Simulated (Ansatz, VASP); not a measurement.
H12C5S2 in VASP and in Ansatz

```
S C H
1.0
     7.68799    0.00000    0.00000
     0.00000    7.68799    0.00000
     0.00000    0.00000    7.68799
S C H
4 10 24
Direct
  0.68589 0.67769 0.52051
  0.55143 0.31225 0.62488
  0.98571 0.24136 0.11900
  0.86868 0.01671 0.80337
  0.61767 0.49565 0.57387
  0.92658 0.12987 0.96080
  0.14066 0.75324 0.10856
  0.97677 0.73430 0.21650
  0.57599 0.58597 0.01101
  0.54379 0.44766 0.14903
  0.09492 0.49558 0.69201
  0.09721 0.39911 0.51984
  0.33197 0.95124 0.70279
  0.29831 0.93585 0.50861
  0.24726 0.67785 0.16309
  0.11977 0.70775 0.97631
  0.18314 0.88807 0.10210
  0.87162 0.81595 0.16747
  0.92989 0.60057 0.21601
  0.00021 0.77037 0.35131
  0.46797 0.59392 0.91911
  0.59236 0.71510 0.06899
  0.69363 0.55679 0.93672
  0.65740 0.43230 0.23220
  0.43422 0.48200 0.23318
  0.51514 0.32060 0.09078
  0.07878 0.63505 0.67196
  0.98805 0.45121 0.77412
  0.21569 0.47604 0.76447
  0.12055 0.26057 0.53792
  0.97277 0.41356 0.45320
  0.19820 0.44942 0.43362
  0.28698 0.07568 0.75408
  0.26423 0.84985 0.77443
  0.46961 0.93794 0.73316
  0.32673 0.80520 0.46150
  0.16287 0.96372 0.47775
  0.37766 0.02648 0.43320
```

Alike in both runs: functional r2SCAN; dispersion D3(BJ); k mesh 1 × 1 × 1; occupations fermi-dirac, width 0.02 eV; no spin polarisation.

Ansatz relaxed the structure, and its values are those at the end. VASP's run is a single point on that final structure, the one shown.

|  | VASP | Ansatz |
| --- | --- | --- |
| version | VASP 6.6.1 | Ansatz 0.2.0 |
| potentials or method | VASP PAW PBE potentials, release 64 (S, C, H), cutoff 520 eV | scalar-relativistic, plane waves, PAW |
| valence electrons in the cell | 88 | 88 |

Ansatz gave:

- rms of the force components (eV/Å): 0.054

Task: What did VASP give for the same quantities?

Result: rms of the force components (eV/Å): 0.090.

VASP's potentials were made for PBE, not for r2SCAN. Ansatz's warnings: dispersion damping borrowed.
